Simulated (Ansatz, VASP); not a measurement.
## Al2Cu in VASP and in Ansatz

Contents of INCAR:

```
SYSTEM = Al2Cu
  PREC = Accurate
  ENCUT = 520
  EDIFF = 1E-6
  ISMEAR = 0
  SIGMA = 0.15
  LREAL = .False.
  LASPH = .True.
  NELM = 60
  ALGO = Fast
  ISIF = 2
  LWAVE = .False.
  LCHARG = .False.
  GGA = PS
  NBANDS = 16
```

File KPOINTS:

```
Automatic mesh
0
Gamma
  12 12 16
  0 0 0
```

Contents of POSCAR:

```
Al2Cu
1.0
    4.1454347794      0.0000000000      0.0000000000
    0.0000000000      4.1454347794      0.0000000000
    0.0000000000      0.0000000000      2.8890906726
Al Cu
2 1
Direct
    0.5000000000      0.0000000000      0.5000000000
    0.0000000000      0.5000000000      0.5000000000
    0.0000000000      0.0000000000      0.0000000000
```

Input for Ansatz:

```yaml
crystal:
  lattice:
    - [4.1454347794, 0.0, 0.0]
    - [0.0, 4.1454347794, 0.0]
    - [0.0, 0.0, 2.8890906726]
  atoms:
    - { symbol: Al, position: [0.5, 0.0, 0.5] }
    - { symbol: Al, position: [0.0, 0.5, 0.5] }
    - { symbol: Cu, position: [0.0, 0.0, 0.0] }
basis:
  ecutwfc: 420
kpoints:
  mp_grid: { grid: [12, 12, 16] }
hamiltonian:
  xc: pbesol
scf:
  occupations: { method: gaussian, width: 0.15 }
output:
  forces: true
  stress: true
  eigenvalues: true
```

Change from the starting cell: strain +0.015 along x and y, +0.015 along z, atoms carried along.

Alike in both runs: task single point; functional PBEsol; k mesh 12 × 12 × 16; occupations gaussian, width 0.15 eV; no spin polarisation.

```csv
,VASP,Ansatz
version,VASP 6.6.1,Ansatz 0.2.0
potentials or method,"VASP PAW PBE potentials, release 64 (Al, Cu), cutoff 520 eV","scalar-relativistic, plane waves, PAW"
valence electrons in the cell,17,25
```

Ansatz gave:

| Property | Result |
| --- | --- |
| gap on the k mesh at the Fermi level (eV) | none |
| pressure (GPa) | -3.9 |
| traceless stress, the component that is largest in VASP (GPa) | -0.53 |

Task: Which values does VASP return?

Result: gap on the k mesh at the Fermi level (eV): none; pressure (GPa): -4.0; traceless stress, the component that is largest in VASP (GPa): -0.54.

VASP's potentials were made for PBE, not for PBEsol. A gap of «none» marks a metal or a gap that the smearing closes. VASP's potentials hold 17 valence electrons a cell and Ansatz's 25, so a difference there can come from the potentials and not from the codes.
